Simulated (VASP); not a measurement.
# AgCl (Chlorargyrite) (Fm-3m) in VASP: notebook

Runs on AgCl (Chlorargyrite). Level: PBEsol+U. Tasks: density of states.

Everything below comes from runs of VASP 6.6.1. Logs are shortened: lines on timing, memory, paths and dates and some standing lists are left out, and cuts for length are marked.

## (1) The cell of the first run

It takes space group Fm-3m (No. 225, cubic). The conventional cell has a = 5.470 Å, b = 5.470 Å, c = 5.470 Å, α = 90.00°, β = 90.00°, γ = 90.00°. Ag (site symmetry m-3m) has 6 Cl at 2.73 Å within 3.6 Å. Cl (site symmetry m-3m) has 6 Ag at 2.73 Å within 3.6 Å.

## (2) Density of states, PBEsol+U

File POSCAR:

```
AgCl
1.0
    0.0000000000      2.7350000000      2.7350000000
    2.7350000000      0.0000000000      2.7350000000
    2.7350000000      2.7350000000      0.0000000000
Ag Cl
1 1
Direct
    0.0000000000      0.0000000000      0.0000000000
    0.5000000000      0.5000000000      0.5000000000
```

File INCAR.step1:

```
  ALGO = Normal
  EDIFF = 1E-7
  ENCUT = 520
  GGA = PS
  ISIF = 2
  ISMEAR = -1
  LASPH = True
  LCHARG = True
  LDAU = True
  LDAUJ = 0 0
  LDAUL = 2 -1
  LDAUPRINT = 1
  LDAUTYPE = 2
  LDAUU = 3 0
  LMAXMIX = 4
  LREAL = False
  LWAVE = False
  NBANDS = 16
  NELM = 150
  PREC = Accurate
  SIGMA = 0.05
```

File KPOINTS.step1:

```
k-points
0
Gamma
  8 8 8
```

File INCAR.step2:

```
  ALGO = Normal
  EDIFF = 1E-7
  ENCUT = 520
  GGA = PS
  ICHARG = 11
  ISIF = 2
  ISMEAR = -5
  LASPH = True
  LCHARG = False
  LDAU = True
  LDAUJ = 0 0
  LDAUL = 2 -1
  LDAUPRINT = 1
  LDAUTYPE = 2
  LDAUU = 3 0
  LMAXMIX = 4
  LORBIT = 10
  LREAL = False
  LWAVE = False
  NBANDS = 16
  NEDOS = 2001
  NELM = 150
  PREC = Accurate
  SIGMA = 0.05
```

File KPOINTS.step2:

```
k-points
0
Gamma
  12 12 12
```

Potentials or basis: VASP PAW PBE potentials, release 64 (Ag, Cl).

On the command line:

```
> cat potpaw_PBE.64/Ag/POTCAR potpaw_PBE.64/Cl/POTCAR > POTCAR
> cp INCAR.step1 INCAR
> cp KPOINTS.step1 KPOINTS
> mpirun -np 1 vasp_std > vasp.out
> cp INCAR.step2 INCAR
> cp KPOINTS.step2 KPOINTS
> mpirun -np 1 vasp_std > vasp.out
```

OUTCAR:

```text
EDIFF = 1E-7
   ENCUT = 520
   GGA = PS
   ICHARG = 11
   ISIF = 2
   ISMEAR = -5
   LASPH = True
   LORBIT = 10
   LREAL = False
   NELM = 150
   PREC = Accurate

 ion  position               nearest neighbor table
   1  0.000  0.000  0.000-   2 2.73   2 2.73   2 2.73   2 2.73   2 2.73   2 2.73
   2  0.500  0.500  0.500-   1 2.73   1 2.73   1 2.73   1 2.73   1 2.73   1 2.73

  LATTYP: Found a face centered cubic cell.
 ALAT       =     5.4700000000

  Lattice vectors:

 A1 = (   0.0000000000,   2.7350000000,   2.7350000000)
 A2 = (   2.7350000000,   0.0000000000,   2.7350000000)
 A3 = (   2.7350000000,   2.7350000000,   0.0000000000)

Analysis of symmetry for initial positions (statically):
=====================================================================
 Subroutine PRICEL returns:
 Original cell was already a primitive cell.

 Routine SETGRP: Setting up the symmetry group for a
 face centered cubic supercell.

 Subroutine GETGRP returns: Found 48 space group operations
 (whereof 48 operations were pure point group operations)
 out of a pool of 48 trial point group operations.

The static configuration has the point symmetry O_h .

Analysis of symmetry for dynamics (positions and initial velocities):
=====================================================================
 Subroutine PRICEL returns:
 Original cell was already a primitive cell.

 Routine SETGRP: Setting up the symmetry group for a
 face centered cubic supercell.

 Subroutine GETGRP returns: Found 48 space group operations
 (whereof 48 operations were pure point group operations)
 out of a pool of 48 trial point group operations.

The dynamic configuration has the point symmetry O_h .

 Subroutine INISYM returns: Found 48 space group operations
 (whereof 48 operations are pure point group operations),
 and found     1 'primitive' translations

----------------------------------------------------------------------------------------

                                     Primitive cell

  volume of cell :      40.9168

  direct lattice vectors                    reciprocal lattice vectors
     0.000000000  2.735000000  2.735000000    -0.182815356  0.182815356  0.182815356
     2.735000000  0.000000000  2.735000000     0.182815356 -0.182815356  0.182815356
     2.735000000  2.735000000  0.000000000     0.182815356  0.182815356 -0.182815356

  length of vectors
     3.867874093  3.867874093  3.867874093     0.316645486  0.316645486  0.316645486

  position of ions in fractional coordinates (direct lattice)
     0.000000000  0.000000000  0.000000000
     0.500000000  0.500000000  0.500000000

  ion indices of the primitive-cell ions
   primitive index   ion index
                 1           1
                 2           2

----------------------------------------------------------------------------------------

 KPOINTS: k-points

Automatic generation of k-mesh.
 Grid dimensions read from file:
 generate k-points for:   12   12   12

 Generating k-lattice:

  Cartesian coordinates                     Fractional coordinates (reciprocal lattice)
    -0.015234613  0.015234613  0.015234613     0.083333333  0.000000000  0.000000000
     0.015234613 -0.015234613  0.015234613     0.000000000  0.083333333  0.000000000
     0.015234613  0.015234613 -0.015234613     0.000000000  0.000000000  0.083333333

  Length of vectors
     0.026387124  0.026387124  0.026387124

  Shift w.r.t. Gamma in fractional coordinates (k-lattice)
     0.000000000  0.000000000  0.000000000

 TETIRR: Found    247 inequivalent tetrahedra from    10368

[... 38 lines left out ...]
   NGX,Y,Z   is equivalent  to a cutoff of  12.89, 12.89, 12.89 a.u.
   NGXF,Y,Z  is equivalent  to a cutoff of  25.79, 25.79, 25.79 a.u.
 SYSTEM =  unknown system
   PREC   = accura    normal or accurate (medium, high low for compatibility)
   ISTART =      0    job   : 0-new  1-cont  2-samecut
   ICHARG =     11    charge: 1-file 2-atom 10-const
   ISPIN  =      1    spin polarized calculation?
   LNONCOLLINEAR =      F non collinear calculations
   LSORBIT =      F    spin-orbit coupling
   LASPH  =      T    aspherical Exc in radial PAW
   ENCUT  =  520.0 eV  38.22 Ry    6.18 a.u.   7.19  7.19  7.19*2*pi/ulx,y,z
   NELM   =    150;   NELMIN=  2; NELMDL=  0     # of ELM steps
   EDIFF  = 0.1E-06   stopping-criterion for ELM
   LREAL  =      F    real-space projection
   EDIFFG = 0.1E-05   stopping-criterion for IOM
   NSW    =      0    number of steps for IOM
   IBRION =     -1    ionic relax: 0-MD 1-quasi-New 2-CG
   NFREE  =      0    steps in history (QN), initial steepest desc. (CG)
   ISIF   =      2    stress and relaxation
   ISYM   =      2    0-nonsym 1-usesym 2-fastsym
   POTIM  = 0.5000    time-step for ionic-motion
   TEBEG  =    0.0;   TEEND  =   0.0 temperature during run
   PSTRESS=    0.0 pullay stress
   NELECT =      18.0000    total number of electrons
   NUPDOWN=      -1.0000    fix difference up-down
   EMIN   =  10.00;   EMAX   =-10.00  energy-range for DOS
   EFERMI =   0.00;   METHOD = LEGACY
   ISMEAR =    -5;   SIGMA  =   0.05  broadening in eV -4-tet -1-fermi 0-gaus
   EFERMI_NEDOS =   21; number of points for ismear=-14 and -15
   IALGO  =     38    algorithm
   IMIX   =      4    mixing-type and parameters
     AMIX     =   0.40;   BMIX     =  1.00
     AMIX_MAG =   1.60;   BMIX_MAG =  1.00
  volume/ion in A,a.u.               =      20.46       138.06
  Fermi-wavevector in a.u.,A,eV,Ry     =   1.245083  2.352866 21.092186  1.550232
  Thomas-Fermi vector in A             =   2.379321
   LORBIT       =     10    0 simple, 1 ext, 2 COOP (PROOUT), +10 PAW based schemes
 LDA+U is selected, type is set to LDAUTYPE =  2
   angular momentum for each species LDAUL =     2   -1
   U (eV)           for each species LDAUU =   3.0  0.0
   J (eV)           for each species LDAUJ =   0.0  0.0
   GGA     = PS    functional components
   LHFCALC =     F    Hartree Fock is set to
   AEXX    =    0.0000 exact exchange contribution
   IVDW    =     0    specifies the selected vdW correction
   LEPSILON=     F    determine dielectric tensor
   LRPA    =     F    only Hartree local field effects (RPA)
 non-spin polarized calculation
 Fermi weights with tetrahedron method with Bloechl corrections
  energy-cutoff  :      520.00
  volume of cell :       40.92
 maximum number of plane-waves:      1124
 NGX is ok and might be reduce to    30

atom =   1  type =  1  l = 2

 onsite density matrix

spin component  1

  0.9444  0.0000  0.0000  0.0000  0.0000
  0.0000  0.9444  0.0000  0.0000  0.0000
  0.0000  0.0000  0.9625  0.0000  0.0000
  0.0000  0.0000  0.0000  0.9444  0.0000
  0.0000  0.0000  0.0000  0.0000  0.9625

spin component  2

  0.9444  0.0000  0.0000  0.0000  0.0000
  0.0000  0.9444  0.0000  0.0000  0.0000
  0.0000  0.0000  0.9625  0.0000  0.0000
  0.0000  0.0000  0.0000  0.9444  0.0000
  0.0000  0.0000  0.0000  0.0000  0.9625

 occupancies and eigenvectors

  o =  0.9444  v =  1.0000  0.0000  0.0000  0.0000  0.0000  0.0000  0.0000  0.0000  0.0000  0.0000      0.0000  0.0000  0.0000  0.0000  0.0000  0.0000  0.0000  0.0000  0.0000  0.0000
  o =  0.9444  v =  0.0000  0.0000  0.0000  0.0000  0.0000  1.0000  0.0000  0.0000  0.0000  0.0000      0.0000  0.0000  0.0000  0.0000  0.0000  0.0000  0.0000  0.0000  0.0000  0.0000
  o =  0.9444  v =  0.0000 -0.6015  0.0000  0.7989  0.0000  0.0000  0.0000  0.0000  0.0000  0.0000      0.0000  0.0000  0.0000  0.0000  0.0000  0.0000  0.0000  0.0000  0.0000  0.0000
  o =  0.9444  v =  0.0000 -0.7989  0.0000 -0.6015  0.0000  0.0000  0.0000  0.0000  0.0000  0.0000      0.0000  0.0000  0.0000  0.0000  0.0000  0.0000  0.0000  0.0000  0.0000  0.0000
  o =  0.9444  v =  0.0000  0.0000  0.0000  0.0000  0.0000  0.0000 -0.6015  0.0000  0.7989  0.0000      0.0000  0.0000  0.0000  0.0000  0.0000  0.0000  0.0000  0.0000  0.0000  0.0000
  o =  0.9444  v =  0.0000  0.0000  0.0000  0.0000  0.0000  0.0000 -0.7989  0.0000 -0.6015  0.0000      0.0000  0.0000  0.0000  0.0000  0.0000  0.0000  0.0000  0.0000  0.0000  0.0000
  o =  0.9625  v =  0.0000  0.0000  0.0000  0.0000  0.0000  0.0000  0.0000  1.0000  0.0000  0.0000      0.0000  0.0000  0.0000  0.0000  0.0000  0.0000  0.0000  0.0000  0.0000  0.0000
  o =  0.9625  v =  0.0000  0.0000  1.0000  0.0000  0.0000  0.0000  0.0000  0.0000  0.0000  0.0000      0.0000  0.0000  0.0000  0.0000  0.0000  0.0000  0.0000  0.0000  0.0000  0.0000
  o =  0.9625  v =  0.0000  0.0000  0.0000  0.0000  0.0000  0.0000 -0.0000  0.0000  0.0000 -1.0000      0.0000  0.0000  0.0000  0.0000  0.0000  0.0000  0.0000  0.0000  0.0000  0.0000
  o =  0.9625  v =  0.0000 -0.0000  0.0000  0.0000 -1.0000  0.0000  0.0000  0.0000  0.0000  0.0000      0.0000  0.0000  0.0000  0.0000  0.0000  0.0000  0.0000  0.0000  0.0000  0.0000

 number of electron      18.0000002 magnetization

 Free energy of the ion-electron system (eV)
  ---------------------------------------------------
  ext. energy  EPLUGINS =         0.00000000
  ---------------------------------------------------
  free energy    TOTEN  =        -5.28582062 eV

  energy without entropy =       -5.28582062  energy(sigma->0) =       -5.28582062

 E-fermi :   3.7083     XC(G=0): -10.3913

 val. band max:        3.6914602309   @ k =   0.5000   0.0000   0.0000
 cond. band min:       5.0341881872   @ k =   0.0000   0.0000   0.0000
 fundamental gap:      1.3427279564
 Fermi energy:         3.7083028251

 k-point     1 :       0.0000    0.0000    0.0000
  band No.  band energies     occupation
      1     -11.2086      2.00000
      2       0.5876      2.00000
      3       0.5876      2.00000
      4       0.6098      2.00000
      5       0.6098      2.00000
      6       0.6099      2.00000
[... 433 lines left out ...]
      3      -0.7381      2.00000
      4      -0.6503      2.00000
      5       0.9441      2.00000
      6       0.9748      2.00000
[... 8 lines left out ...]
     15      17.5467      0.00000
     16      18.8659      0.00000

 [... further k-points ...]
[... 5 lines left out ...]
  --------------------------------------------------------------------------------------
  -------------------------------------------------------------------------------------
  Total       -0.2650140     -0.2650140     -0.2650140      0.0000000      0.0000000      0.0000000
  in kB      -10.3771343    -10.3771343    -10.3771343      0.0000000      0.0000000      0.0000000
  external PRESSURE =     -10.3771343 kB  Pullay stress =       0.0000000 kB

 VOLUME and BASIS-vectors are now :
 -----------------------------------------------------------------------------
  energy-cutoff  :      520.00
  volume of cell :       40.92
      direct lattice vectors                 reciprocal lattice vectors
     0.000000000  2.735000000  2.735000000    -0.182815356  0.182815356  0.182815356
     2.735000000  0.000000000  2.735000000     0.182815356 -0.182815356  0.182815356
     2.735000000  2.735000000  0.000000000     0.182815356  0.182815356 -0.182815356

 POSITION                                       TOTAL-FORCE (eV/Angst)
 -----------------------------------------------------------------------------------
      0.00000      0.00000      0.00000        -0.000000     -0.000000     -0.000000
      2.73500      2.73500      2.73500         0.000000      0.000000      0.000000
 -----------------------------------------------------------------------------------
    total drift:                               -0.000000      0.000000      0.000000

  FREE ENERGIE OF THE ION-ELECTRON SYSTEM (eV)
  ---------------------------------------------------
  free  energy   TOTEN  =        -5.2858206177 eV

  energy  without entropy=       -5.2858206177  energy(sigma->0) =       -5.28582062

 total charge

# of ion       s       p       d       tot
------------------------------------------
    1        0.204   0.153   9.481   9.838
    2        1.592   3.450   0.000   5.042
--------------------------------------------------
tot          1.795   3.604   9.481  14.880
```

It took 27 s on 1 thread of Intel Xeon Platinum 8488C (Sapphire Rapids), shared host; peak memory 0.19 GiB.

Results:

```yaml
Valence_electrons_inside_the_program's_atomic_spheres: Ag 9.84; Cl 5.04
```

Eigenvalues of the final occupation matrices:
| site | spin | trace | eigenvalues |
| --- | --- | --- | --- |
| site 1 d | 1 | 4.76 | 0.94 0.94 0.94 0.96 0.96 |
| site 1 d | 2 | 4.76 | 0.94 0.94 0.94 0.96 0.96 |

Caveat: the PAW data sets were made with another functional, which shifts forces and pressure a little.

[end of part 1 of 2]
